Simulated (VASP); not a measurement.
# Nb (P6_3/mmc) in VASP: further runs

The runs below take Nb through relaxation of cell and atoms, single point, with PBEsol.

Program: VASP 6.6.1. These are calculated values, not measurements. Logs are shortened: lines on timing, memory, paths and dates and some standing lists are left out, and cuts for length are marked.

## 1. The cell of the first run

The structure is hexagonal, space group P6_3/mmc (No. 194). The conventional cell has a = 2.823 Å, b = 2.823 Å, c = 10.644 Å, α = 90.00°, β = 90.00°, γ = 120.00°. Within 3.6 Å of Nb (site symmetry 3m) lie 10 Nb at 2.75 to 3.04 Å.

This isn't the form of Nb at room conditions, which is bcc.

## 2. Relaxation of cell and atoms, PBEsol

INCAR reads:

```
SYSTEM = Nb
PREC     = Accurate       ! precision mode
ENCUT    = 600            ! plane-wave cutoff, eV
EDIFF    = 1E-6           ! SCF threshold, eV
ISMEAR   = 0              ! smearing method
SIGMA    = 0.1            ! smearing width, eV
LREAL    = .False.        ! projectors in reciprocal space
LASPH    = .True.         ! aspherical terms in the spheres
NELM     = 100            ! most SCF steps
ALGO     = Fast           ! electronic algorithm
ISIF     = 3              ! what is computed and relaxed
LWAVE    = .False.        ! write WAVECAR
LCHARG   = .False.        ! write CHGCAR
GGA      = PS             ! functional
IBRION   = 2              ! ionic algorithm
NSW      = 100            ! ionic steps
EDIFFG   = -0.01          ! ionic threshold
```

KPOINTS reads:

```
regular mesh
0
Gamma
  18 18 6
  0 0 0
```

POSCAR reads:

```
Nb
1.0
    2.8226308445      0.0000000000      0.0000000000
   -1.4113154223      2.4444700169      0.0000000000
    0.0000000000      0.0000000000     10.6442539468
Nb
4
Direct
    0.3333333333      0.6666666667      0.3792078841
    0.6666666667      0.3333333333      0.8792078841
    0.6666666667      0.3333333333      0.6207921159
    0.3333333333      0.6666666667      0.1207921159
```

Potentials or basis: VASP PAW PBE potentials, release 64 (Nb_sv).

The run is started by

```bash
$ cat potpaw_PBE.64/Nb_sv/POTCAR > POTCAR
$ mpirun -np 1 vasp_std > vasp.out
```

OUTCAR:

```text
SYSTEM = Nb
   PREC = Accurate
   ENCUT = 600
   EDIFF = 1E-6
   ISMEAR = 0
   LREAL = .False.
   LASPH = .True.
   NELM = 100
   ISIF = 3
   GGA = PS
   IBRION = 2
   NSW = 100
   EDIFFG = -0.01

 ion  position               nearest neighbor table
   1  0.333  0.667  0.379-   4 2.75   3 3.04   3 3.04   3 3.04
   2  0.667  0.333  0.879-   3 2.75   4 3.04   4 3.04   4 3.04
   3  0.667  0.333  0.621-   2 2.75   1 3.04   1 3.04   1 3.04
   4  0.333  0.667  0.121-   1 2.75   2 3.04   2 3.04   2 3.04

  LATTYP: Found a hexagonal cell.
 ALAT       =     2.8226308445
 C/A-ratio  =     3.7710400450

  Lattice vectors:

 A1 = (   2.8226308445,   0.0000000000,   0.0000000000)
 A2 = (  -1.4113154223,   2.4444700169,   0.0000000000)
 A3 = (   0.0000000000,   0.0000000000,  10.6442539468)

Analysis of symmetry for initial positions (statically):
=====================================================================
 Subroutine PRICEL returns:
 Original cell was already a primitive cell.

 Routine SETGRP: Setting up the symmetry group for a
 hexagonal supercell.

 Subroutine GETGRP returns: Found 24 space group operations
 (whereof 12 operations were pure point group operations)
 out of a pool of 24 trial point group operations.

The static configuration has the point symmetry D_3d.
 The point group associated with its full space group is D_6h.

Analysis of symmetry for dynamics (positions and initial velocities):
=====================================================================
 Subroutine PRICEL returns:
 Original cell was already a primitive cell.

 Routine SETGRP: Setting up the symmetry group for a
 hexagonal supercell.

 Subroutine GETGRP returns: Found 24 space group operations
 (whereof 12 operations were pure point group operations)
 out of a pool of 24 trial point group operations.

The dynamic configuration has the point symmetry D_3d.
 The point group associated with its full space group is D_6h.

 Subroutine INISYM returns: Found 24 space group operations
 (whereof 12 operations are pure point group operations),
 and found     1 'primitive' translations

----------------------------------------------------------------------------------------

                                     Primitive cell

  volume of cell :      73.4436

  direct lattice vectors                    reciprocal lattice vectors
     2.822630844  0.000000000  0.000000000     0.354279413  0.204543315  0.000000000
    -1.411315422  2.444470017  0.000000000     0.000000000  0.409086629  0.000000000
     0.000000000  0.000000000 10.644253947     0.000000000  0.000000000  0.093947402

  length of vectors
     2.822630844  2.822630845 10.644253947     0.409086629  0.409086629  0.093947402

  position of ions in fractional coordinates (direct lattice)
     0.333333333  0.666666667  0.379207884
     0.666666667  0.333333333  0.879207884
     0.666666667  0.333333333  0.620792116
     0.333333333  0.666666667  0.120792116

  ion indices of the primitive-cell ions
   primitive index   ion index
                 1           1
                 2           2
                 3           3
                 4           4

----------------------------------------------------------------------------------------

 KPOINTS: regular mesh

Automatic generation of k-mesh.
 Grid dimensions read from file:
 generate k-points for:   18   18    6

 Generating k-lattice:

  Cartesian coordinates                     Fractional coordinates (reciprocal lattice)
     0.019682190  0.011363517  0.000000000     0.055555556  0.000000000  0.000000000
     0.000000000  0.022727035  0.000000000     0.000000000  0.055555556  0.000000000
     0.000000000  0.000000000  0.015657900     0.000000000  0.000000000  0.166666667

  Length of vectors
     0.022727035  0.022727035  0.015657900

  Shift w.r.t. Gamma in fractional coordinates (k-lattice)
     0.000000000  0.000000000  0.000000000

 Subroutine IBZKPT returns following result:
 ===========================================

 Found    148 irreducible k-points:

 Following reciprocal coordinates:
            Coordinates               Weight
  0.000000  0.000000  0.000000      1.000000
  0.055556 -0.000000  0.000000      6.000000
  0.111111 -0.000000  0.000000      6.000000
  0.166667 -0.000000  0.000000      6.000000
  0.222222 -0.000000  0.000000      6.000000
  0.277778 -0.000000  0.000000      6.000000
[... 16 lines left out ...]
  0.333333  0.111111  0.000000     12.000000
  0.388889  0.111111  0.000000     12.000000
 [... further k-points ...]
   k-points           NKPTS =    148   k-points in BZ     NKDIM =    148   number of bands    NBANDS=     31
   number of dos      NEDOS =    301   number of ions     NIONS =      4
   total plane-waves  NPLWV =  51840
   dimension x,y,z NGX =    24 NGY =   24 NGZ =   90
   dimension x,y,z NGXF=    48 NGYF=   48 NGZF=  180
   ions per type =               4
   NGX,Y,Z   is equivalent  to a cutoff of  14.14, 14.14, 14.06 a.u.
   NGXF,Y,Z  is equivalent  to a cutoff of  28.27, 28.27, 28.11 a.u.
 SYSTEM =  Nb
   PREC   = accura    normal or accurate (medium, high low for compatibility)
   ISTART =      0    job   : 0-new  1-cont  2-samecut
   ICHARG =      2    charge: 1-file 2-atom 10-const
   ISPIN  =      1    spin polarized calculation?
   LNONCOLLINEAR =      F non collinear calculations
   LSORBIT =      F    spin-orbit coupling
   LASPH  =      T    aspherical Exc in radial PAW
   ENCUT  =  600.0 eV  44.10 Ry    6.64 a.u.   5.64  5.64 21.26*2*pi/ulx,y,z
   NELM   =    100;   NELMIN=  2; NELMDL= -5     # of ELM steps
   EDIFF  = 0.1E-05   stopping-criterion for ELM
   LREAL  =      F    real-space projection
   EDIFFG = -.1E-01   stopping-criterion for IOM
   NSW    =    100    number of steps for IOM
   IBRION =      2    ionic relax: 0-MD 1-quasi-New 2-CG
   NFREE  =      1    steps in history (QN), initial steepest desc. (CG)
   ISIF   =      3    stress and relaxation
   ISYM   =      2    0-nonsym 1-usesym 2-fastsym
   POTIM  = 0.5000    time-step for ionic-motion
   TEBEG  =    0.0;   TEEND  =   0.0 temperature during run
   PSTRESS=    0.0 pullay stress
   NELECT =      52.0000    total number of electrons
   NUPDOWN=      -1.0000    fix difference up-down
   EMIN   =  10.00;   EMAX   =-10.00  energy-range for DOS
   EFERMI =   0.00;   METHOD = LEGACY
   ISMEAR =     0;   SIGMA  =   0.10  broadening in eV -4-tet -1-fermi 0-gaus
   EFERMI_NEDOS =   21; number of points for ismear=-14 and -15
   IALGO  =     68    algorithm
   IMIX   =      4    mixing-type and parameters
     AMIX     =   0.40;   BMIX     =  1.00
     AMIX_MAG =   1.60;   BMIX_MAG =  1.00
  volume/ion in A,a.u.               =      18.36       123.91
  Fermi-wavevector in a.u.,A,eV,Ry     =   1.459121  2.757339 28.967262  2.129034
  Thomas-Fermi vector in A             =   2.575725
   LORBIT       =      0    0 simple, 1 ext, 2 COOP (PROOUT), +10 PAW based schemes
   GGA     = PS    functional components
   LHFCALC =     F    Hartree Fock is set to
   AEXX    =    0.0000 exact exchange contribution
   IVDW    =     0    specifies the selected vdW correction
   LEPSILON=     F    determine dielectric tensor
   LRPA    =     F    only Hartree local field effects (RPA)
 conjugate gradient relaxation of ions
 non-spin polarized calculation
 RMM-DIIS sequential band-by-band and
 Gauss-broadening in eV      SIGMA  =   0.10
  energy-cutoff  :      600.00
  volume of cell :       73.44
 maximum number of plane-waves:      2482
 NGX is ok and might be reduce to    24
   NGX = 11   NGY = 11   NGZ = 43

--------------------------------------- Ionic step        1  -------------------------------------------

 number of electron      52.0000001 magnetization

 Free energy of the ion-electron system (eV)
  ---------------------------------------------------
  ext. energy  EPLUGINS =         0.00000000
  ---------------------------------------------------
  free energy    TOTEN  =       -41.81094186 eV

  energy without entropy =      -41.78513973  energy(sigma->0) =      -41.79804080

------------------------ aborting loop because EDIFF is reached ----------------------------------------

  FORCE on cell =-STRESS in cart. coord.  units (eV):
  Direction    XX          YY          ZZ          XY          YZ          ZX
  --------------------------------------------------------------------------------------
  -------------------------------------------------------------------------------------
  Total        0.3799107      0.3799107     -0.9265628     -0.0000000     -0.0000000      0.0000000
  in kB        8.2877784      8.2877784    -20.2130296     -0.0000000     -0.0000000      0.0000000
  external PRESSURE =      -1.2124910 kB  Pullay stress =       0.0000000 kB
[... 251 lines left out ...]
  energy  without entropy=      -41.7923555874  energy(sigma->0) =      -41.80514145

--------------------------------------- Ionic step        8  -------------------------------------------

 number of electron      51.9999999 magnetization

 Free energy of the ion-electron system (eV)
  ---------------------------------------------------
  ext. energy  EPLUGINS =         0.00000000
  ---------------------------------------------------
  free energy    TOTEN  =       -41.81796131 eV

  energy without entropy =      -41.79236027  energy(sigma->0) =      -41.80516079

 E-fermi :  11.2316     XC(G=0): -12.4981

 val. band max:       11.2295499428   @ k =   0.4444  -0.0000   0.3333
 cond. band min:      11.2316774122   @ k =   0.2778   0.1667   0.5000
 fundamental gap:      0.0021274693
 Fermi energy:        11.2316146602

 k-point     1 :       0.0000    0.0000    0.0000
  band No.  band energies     occupation
      1     -43.5253      2.00000
      2     -43.4436      2.00000
      3     -43.4295      2.00000
      4     -43.3459      2.00000
      5     -20.2415      2.00000
      6     -19.6957      2.00000
[... 805 lines left out ...]
     30      13.0551      0.00000
     31      14.1545      0.00000

 [... further k-points ...]

------------------------ aborting loop because EDIFF is reached ----------------------------------------

  FORCE on cell =-STRESS in cart. coord.  units (eV):
  Direction    XX          YY          ZZ          XY          YZ          ZX
  --------------------------------------------------------------------------------------
  -------------------------------------------------------------------------------------
  Total        0.0108215      0.0108215     -0.0052171     -0.0000000      0.0000000      0.0000000
  in kB        0.2364172      0.2364172     -0.1139776     -0.0000000      0.0000000      0.0000000
  external PRESSURE =       0.1196190 kB  Pullay stress =       0.0000000 kB
[... 19 lines left out ...]
  FREE ENERGIE OF THE ION-ELECTRON SYSTEM (eV)
  ---------------------------------------------------
  free  energy   TOTEN  =       -41.8179613138 eV

  energy  without entropy=      -41.7923602655  energy(sigma->0) =      -41.80516079

 reached required accuracy - stopping structural energy minimisation
```

It took 56 min on 1 thread of Intel Xeon Platinum 8488C (Sapphire Rapids), shared host; peak memory 0.45 GiB.

Results:

- Free energy: -41.8180 eV
- Relaxed volume: 18.33 Å³/atom
- Relaxed cell: a = 2.837 Å, b = 2.837 Å, c = 10.524 Å, α = 90.00°, β = 90.00°, γ = 120.00°
- Space group after relaxing (to 0.1 Å): P6_3/mmc (No. 194)
- Energy gained by relaxing: 1.8 meV/atom
- Ionic steps: 8
- Pressure after relaxing: 0.0 GPa
- Band gap on the k mesh: zero (bands 26 and 27 overlap by 1.38 eV)

The path:
```
step  energy change (eV)  largest force (eV/Å)  pressure (GPa)  volume (Å³)
   1              0.0000                0.0235           -0.12        73.44
   2             -0.0068                0.0479            0.13        73.29
   3             -0.0068                0.0461            0.13        73.29
   4             -0.0068                0.0458            0.12        73.29
   5             -0.0069                0.0072           -0.25        73.44
   6             -0.0070                0.0127           -0.14        73.39
   7             -0.0070                0.0160            0.08        73.28
   8             -0.0070                0.0012            0.01        73.34
```

Final structure:
```
Nb
1.0
     2.83664    0.00000    0.00000
    -1.41832    2.45661    0.00000
     0.00000    0.00000   10.52391
Nb
4
Direct
  0.33333 0.66667 0.37912
  0.66667 0.33333 0.87912
  0.66667 0.33333 0.62088
  0.33333 0.66667 0.12088
```

Caveat: the PAW data sets were made with another functional, which shifts forces and pressure a little.

[end of part 1 of 2]
